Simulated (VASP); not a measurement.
MgI2:

```
Mg I
1.0
     4.15721    0.00000    0.00000
    -2.07861    3.60025    0.00000
     0.00000    0.00000    6.87333
Mg I
1 2
Direct
  0.00000 0.00000 0.00000
  0.33333 0.66667 0.24262
  0.66667 0.33333 0.75738
```

Base run:

```yaml
Program: VASP 6.6.1
Functional: PBE
Potentials_or_basis: VASP PAW PBE potentials, release 64 (Mg, I)
Cutoff: 520 eV
k_mesh: 6 × 6 × 4
Occupations: gaussian, width 0.01 eV
Spin: no spin polarisation
```

Its results: band gap on the k mesh 3.51 eV, indirect (least direct gap 3.67 eV); pressure 1.1 GPa.

Q: The run is repeated on the same cell with these changes: functional from PBE to LDA; potentials or basis from VASP PAW PBE potentials, release 64 (Mg, I) to VASP PAW LDA potentials, release 64 (Mg, I). What comes out?

A: Band gap on the k mesh 3.34 eV, indirect (least direct gap 3.42 eV); pressure -1.6 GPa.

Caveats: spin-orbit coupling is left out, which moves the levels of the heavy elements; this functional lacks dispersion, which binds the layers, so the pressure and a relaxed spacing across them are unreliable (some runs).

A k mesh can miss the band edges.
